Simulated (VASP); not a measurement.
# BN (Qingsongite) (F-43m) in VASP: single point with PBE

Aim: the single point of BN (Qingsongite) with PBE.

Program: VASP 6.6.1. These are calculated values, not measurements. Logs are shortened: lines on timing, memory, paths and dates and some standing lists are left out, and cuts for length are marked.

## (1) The cell of the first run

It takes space group F-43m (No. 216, cubic). The conventional cell has a = 3.615 Å, b = 3.615 Å, c = 3.615 Å, α = 90.00°, β = 90.00°, γ = 90.00°. Within 2.1 Å of B (site symmetry -43m) lie 4 N at 1.57 Å. Within 2.1 Å of N (site symmetry -43m) lie 4 B at 1.57 Å.

## (2) Single point, PBE

INCAR

```
SYSTEM = BN
  PREC = Accurate
  ENCUT = 600
  EDIFF = 1E-6
  ISMEAR = 0
  SIGMA = 0.01
  LREAL = .FALSE.
  LASPH = .TRUE.
  NELM = 120
  ALGO = Normal
  ISIF = 2
  LWAVE = .FALSE.
  LCHARG = .FALSE.
  GGA = PE
  NBANDS = 11
  GGA_COMPAT = .FALSE.
```

KPOINTS

```
regular mesh
0
G
  8 8 8
  0 0 0
```

POSCAR

```
BN
1.0
    0.0000000000      1.8075000000      1.8075000000
    1.8075000000      0.0000000000      1.8075000000
    1.8075000000      1.8075000000      0.0000000000
B N
1 1
Direct
    0.0000000000      0.0000000000      0.0000000000
    0.2500000000      0.2500000000      0.2500000000
```

Potentials or basis: VASP PAW PBE potentials, release 64 (B, N).

The run is started by

```bash
$ cat potpaw_PBE.64/B/POTCAR potpaw_PBE.64/N/POTCAR > POTCAR
$ mpirun -np 1 vasp_std > vasp.out
```

OUTCAR:

```text
SYSTEM = BN
   PREC = Accurate
   ENCUT = 600
   EDIFF = 1E-6
   ISMEAR = 0
   LREAL = .FALSE.
   LASPH = .TRUE.
   NELM = 120
   ISIF = 2
   GGA = PE

 ion  position               nearest neighbor table
   1  0.000  0.000  0.000-   2 1.57   2 1.57   2 1.57   2 1.57
   2  0.250  0.250  0.250-   1 1.57   1 1.57   1 1.57   1 1.57

  LATTYP: Found a face centered cubic cell.
 ALAT       =     3.6150000000

  Lattice vectors:

 A1 = (   0.0000000000,   1.8075000000,   1.8075000000)
 A2 = (   1.8075000000,   0.0000000000,   1.8075000000)
 A3 = (   1.8075000000,   1.8075000000,   0.0000000000)

Analysis of symmetry for initial positions (statically):
=====================================================================
 Subroutine PRICEL returns:
 Original cell was already a primitive cell.

 Routine SETGRP: Setting up the symmetry group for a
 face centered cubic supercell.

 Subroutine GETGRP returns: Found 24 space group operations
 (whereof 24 operations were pure point group operations)
 out of a pool of 48 trial point group operations.

The static configuration has the point symmetry T_d .

Analysis of symmetry for dynamics (positions and initial velocities):
=====================================================================
 Subroutine PRICEL returns:
 Original cell was already a primitive cell.

 Routine SETGRP: Setting up the symmetry group for a
 face centered cubic supercell.

 Subroutine GETGRP returns: Found 24 space group operations
 (whereof 24 operations were pure point group operations)
 out of a pool of 48 trial point group operations.

The dynamic configuration has the point symmetry T_d .

 Subroutine INISYM returns: Found 24 space group operations
 (whereof 24 operations are pure point group operations),
 and found     1 'primitive' translations

----------------------------------------------------------------------------------------

                                     Primitive cell

  volume of cell :      11.8104

  direct lattice vectors                    reciprocal lattice vectors
     0.000000000  1.807500000  1.807500000    -0.276625173  0.276625173  0.276625173
     1.807500000  0.000000000  1.807500000     0.276625173 -0.276625173  0.276625173
     1.807500000  1.807500000  0.000000000     0.276625173  0.276625173 -0.276625173

  length of vectors
     2.556191014  2.556191014  2.556191014     0.479128854  0.479128854  0.479128854

  position of ions in fractional coordinates (direct lattice)
     0.000000000  0.000000000  0.000000000
     0.250000000  0.250000000  0.250000000

  ion indices of the primitive-cell ions
   primitive index   ion index
                 1           1
                 2           2

----------------------------------------------------------------------------------------

 KPOINTS: regular mesh

Automatic generation of k-mesh.
 Grid dimensions read from file:
 generate k-points for:    8    8    8

 Generating k-lattice:

  Cartesian coordinates                     Fractional coordinates (reciprocal lattice)
    -0.034578147  0.034578147  0.034578147     0.125000000  0.000000000  0.000000000
     0.034578147 -0.034578147  0.034578147     0.000000000  0.125000000  0.000000000
     0.034578147  0.034578147 -0.034578147     0.000000000  0.000000000  0.125000000

  Length of vectors
     0.059891107  0.059891107  0.059891107

  Shift w.r.t. Gamma in fractional coordinates (k-lattice)
     0.000000000  0.000000000  0.000000000

 Subroutine IBZKPT returns following result:
 ===========================================

 Found     29 irreducible k-points:

 Following reciprocal coordinates:
            Coordinates               Weight
  0.000000  0.000000  0.000000      1.000000
  0.125000  0.000000  0.000000      8.000000
  0.250000  0.000000  0.000000      8.000000
  0.375000  0.000000  0.000000      8.000000
  0.500000  0.000000  0.000000      4.000000
  0.125000  0.125000  0.000000      6.000000
[... 16 lines left out ...]
  0.500000  0.250000  0.125000     48.000000
 -0.375000  0.250000  0.125000     24.000000
 [... further k-points ...]
   k-points           NKPTS =     29   k-points in BZ     NKDIM =     29   number of bands    NBANDS=     11
   number of dos      NEDOS =    301   number of ions     NIONS =      2
   total plane-waves  NPLWV =   8000
   dimension x,y,z NGX =    20 NGY =   20 NGZ =   20
   dimension x,y,z NGXF=    40 NGYF=   40 NGZF=   40
   ions per type =               1   1
   NGX,Y,Z   is equivalent  to a cutoff of  13.01, 13.01, 13.01 a.u.
   NGXF,Y,Z  is equivalent  to a cutoff of  26.01, 26.01, 26.01 a.u.
 SYSTEM =  BN
   PREC   = accura    normal or accurate (medium, high low for compatibility)
   ISTART =      0    job   : 0-new  1-cont  2-samecut
   ICHARG =      2    charge: 1-file 2-atom 10-const
   ISPIN  =      1    spin polarized calculation?
   LNONCOLLINEAR =      F non collinear calculations
   LSORBIT =      F    spin-orbit coupling
   LASPH  =      T    aspherical Exc in radial PAW
   ENCUT  =  600.0 eV  44.10 Ry    6.64 a.u.   5.11  5.11  5.11*2*pi/ulx,y,z
   NELM   =    120;   NELMIN=  2; NELMDL= -5     # of ELM steps
   EDIFF  = 0.1E-05   stopping-criterion for ELM
   LREAL  =      F    real-space projection
   EDIFFG = 0.1E-04   stopping-criterion for IOM
   NSW    =      0    number of steps for IOM
   IBRION =     -1    ionic relax: 0-MD 1-quasi-New 2-CG
   NFREE  =      0    steps in history (QN), initial steepest desc. (CG)
   ISIF   =      2    stress and relaxation
   ISYM   =      2    0-nonsym 1-usesym 2-fastsym
   POTIM  = 0.5000    time-step for ionic-motion
   TEBEG  =    0.0;   TEEND  =   0.0 temperature during run
   PSTRESS=    0.0 pullay stress
   NELECT =       8.0000    total number of electrons
   NUPDOWN=      -1.0000    fix difference up-down
   EMIN   =  10.00;   EMAX   =-10.00  energy-range for DOS
   EFERMI =   0.00;   METHOD = LEGACY
   ISMEAR =     0;   SIGMA  =   0.01  broadening in eV -4-tet -1-fermi 0-gaus
   EFERMI_NEDOS =   21; number of points for ismear=-14 and -15
   IALGO  =     38    algorithm
   IMIX   =      4    mixing-type and parameters
     AMIX     =   0.40;   BMIX     =  1.00
     AMIX_MAG =   1.60;   BMIX_MAG =  1.00
  volume/ion in A,a.u.               =       5.91        39.85
  Fermi-wavevector in a.u.,A,eV,Ry     =   1.437749  2.716952 28.124920  2.067123
  Thomas-Fermi vector in A             =   2.556793
   LORBIT       =      0    0 simple, 1 ext, 2 COOP (PROOUT), +10 PAW based schemes
   GGA     = PE    functional components
   LHFCALC =     F    Hartree Fock is set to
   AEXX    =    0.0000 exact exchange contribution
   IVDW    =     0    specifies the selected vdW correction
   LEPSILON=     F    determine dielectric tensor
   LRPA    =     F    only Hartree local field effects (RPA)
 non-spin polarized calculation
 Gauss-broadening in eV      SIGMA  =   0.01
  energy-cutoff  :      600.00
  volume of cell :       11.81
 maximum number of plane-waves:       411
   NGX = 11   NGY = 11   NGZ = 11

 number of electron       7.9999999 magnetization

 Free energy of the ion-electron system (eV)
  ---------------------------------------------------
  ext. energy  EPLUGINS =         0.00000000
  ---------------------------------------------------
  free energy    TOTEN  =       -17.45315795 eV

  energy without entropy =      -17.45315795  energy(sigma->0) =      -17.45315795

 E-fermi :   7.4894     XC(G=0): -12.8221

 val. band max:        7.4027451044   @ k =   0.0000   0.0000   0.0000
 cond. band min:      11.8620848926   @ k =   0.5000   0.5000   0.0000
 fundamental gap:      4.4593397882
 Fermi energy:         7.4893614569

 k-point     1 :       0.0000    0.0000    0.0000
  band No.  band energies     occupation
      1     -12.8281      2.00000
      2       7.4027      2.00000
      3       7.4027      2.00000
      4       7.4027      2.00000
      5      16.2224      0.00000
      6      16.2224      0.00000
      7      16.2224      0.00000
      8      17.7527      0.00000
      9      32.1550      0.00000
     10      35.1689      0.00000
     11      35.1689      0.00000

 k-point     2 :       0.1250    0.0000    0.0000
  band No.  band energies     occupation
      1     -12.4492      2.00000
      2       5.5272      2.00000
      3       7.0226      2.00000
      4       7.0226      2.00000
      5      16.5919      0.00000
      6      16.7932      0.00000
      7      16.7932      0.00000
      8      18.9347      0.00000
      9      31.7034      0.00000
     10      32.0529      0.00000
     11      32.0529      0.00000

 k-point     3 :       0.2500    0.0000    0.0000
  band No.  band energies     occupation
      1     -11.3494      2.00000
      2       1.9246      2.00000
      3       6.2749      2.00000
      4       6.2749      2.00000
      5      17.0495      0.00000
      6      17.7419      0.00000
      7      17.7419      0.00000
      8      20.9737      0.00000
      9      30.8521      0.00000
     10      31.0018      0.00000
     11      31.0018      0.00000

 k-point     4 :       0.3750    0.0000    0.0000
  band No.  band energies     occupation
      1      -9.7254      2.00000
      2      -1.5266      2.00000
      3       5.6791      2.00000
      4       5.6791      2.00000
      5      17.4127      0.00000
      6      18.1049      0.00000
      7      18.1049      0.00000
      8      22.2605      0.00000
      9      30.6534      0.00000
     10      32.5313      0.00000
     11      32.5313      0.00000
[... 239 lines left out ...]
 k-point    22 :       0.3750    0.2500    0.1250
  band No.  band energies     occupation
      1     -10.4124      2.00000
      2       1.7001      2.00000
      3       3.4639      2.00000
      4       5.3810      2.00000
      5      15.9719      0.00000
      6      19.2652      0.00000
      7      20.0098      0.00000
      8      20.7269      0.00000
      9      26.8865      0.00000
     10      33.0951      0.00000
     11      34.7421      0.00000

 k-point    23 :       0.5000    0.2500    0.1250
  band No.  band energies     occupation
      1      -8.8958      2.00000
      2      -0.8205      2.00000
      3       2.6501      2.00000
      4       4.4547      2.00000
      5      16.7923      0.00000
      6      18.7723      0.00000
      7      21.1389      0.00000
      8      22.0443      0.00000
      9      27.4990      0.00000
     10      32.6219      0.00000
     11      34.9027      0.00000

 k-point    24 :      -0.3750    0.2500    0.1250
  band No.  band energies     occupation
      1      -7.9090      2.00000
      2      -2.2931      2.00000
      3       2.5775      2.00000
      4       3.9525      2.00000
      5      16.9927      0.00000
      6      18.5807      0.00000
      7      21.7754      0.00000
      8      23.1759      0.00000
      9      26.8638      0.00000
     10      33.2438      0.00000
     11      34.8891      0.00000

 [... further k-points ...]
[... 5 lines left out ...]
  --------------------------------------------------------------------------------------
  -------------------------------------------------------------------------------------
  Total        0.2227481      0.2227481      0.2227481     -0.0000000      0.0000000      0.0000000
  in kB       30.2175864     30.2175864     30.2175864     -0.0000000      0.0000000      0.0000000
  external PRESSURE =      30.2175864 kB  Pullay stress =       0.0000000 kB

 VOLUME and BASIS-vectors are now :
 -----------------------------------------------------------------------------
  energy-cutoff  :      600.00
  volume of cell :       11.81
      direct lattice vectors                 reciprocal lattice vectors
     0.000000000  1.807500000  1.807500000    -0.276625173  0.276625173  0.276625173
     1.807500000  0.000000000  1.807500000     0.276625173 -0.276625173  0.276625173
     1.807500000  1.807500000  0.000000000     0.276625173  0.276625173 -0.276625173

 POSITION                                       TOTAL-FORCE (eV/Angst)
 -----------------------------------------------------------------------------------
      0.00000      0.00000      0.00000         0.000000      0.000000      0.000000
      0.90375      0.90375      0.90375        -0.000000     -0.000000     -0.000000
 -----------------------------------------------------------------------------------
    total drift:                                0.000000      0.000000      0.000000

  FREE ENERGIE OF THE ION-ELECTRON SYSTEM (eV)
  ---------------------------------------------------
  free  energy   TOTEN  =       -17.4531579547 eV

  energy  without entropy=      -17.4531579547  energy(sigma->0) =      -17.45315795
```

Wall time 9.9 s (1 thread of AMD EPYC 7R13, shared host); peak memory 0.09 GiB.

What came out:

```
Free energy            : -17.4532 eV
Pressure               : 3.0 GPa
Band gap on the k mesh : 4.46 eV, indirect (least direct gap 8.82 eV)
```

Levels at points of the mesh, in eV from the valence-band top:
| k point | band 2 | band 3 | band 4 | band 5 | band 6 | band 7 |
| --- | --- | --- | --- | --- | --- | --- |
| (0.00, 0.00, 0.00) | 0.00 | 0.00 | 0.00 | 8.82 | 8.82 | 8.82 |
| (0.50, 0.00, 0.00) | -10.69 | -1.94 | -1.94 | 10.15 | 10.71 | 10.71 |
| (0.50, 0.50, 0.00) | -8.92 | -4.90 | -4.90 | 4.46 | 9.23 | 17.92 |

A k mesh can miss the band edges.
